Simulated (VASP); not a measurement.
Here is a VASP 6.6.1 calculation.

File INCAR:

```
PREC = Accurate
ENCUT = 520
EDIFF = 1E-7
ISMEAR = -1
SIGMA = 0.05
LREAL = False
LASPH = True
NELM = 80
ALGO = Normal
ISIF = 2
LWAVE = False
LCHARG = False
NBANDS = 16
```

Contents of KPOINTS:

```
regular mesh
0
Gamma
  12 12 6
```

POSCAR

```
BN
1.0
    2.6040295656      0.0000000000      0.0000000000
   -1.3020147828      2.2551557560      0.0000000000
    0.0000000000      0.0000000000      4.3097555565
N B
2 2
Direct
    0.3333333333      0.6666666667      0.1252760000
    0.6666666667      0.3333333333      0.6252760000
    0.3333333333      0.6666666667      0.4997240000
    0.6666666667      0.3333333333      0.9997240000
```

Potentials or basis: VASP PAW LDA potentials, release 64 (N, B).

Command:

```console
$ cat potpaw_LDA.64/N/POTCAR potpaw_LDA.64/B/POTCAR > POTCAR
$ mpirun -np 1 vasp_std > vasp.out
```

(1) Predict the band gap on the k mesh.

(2) What does it give for the largest force?

## Answers

(1) 5.04 eV, indirect (least direct gap 7.82 eV).

(2) 0.062 eV/Å.
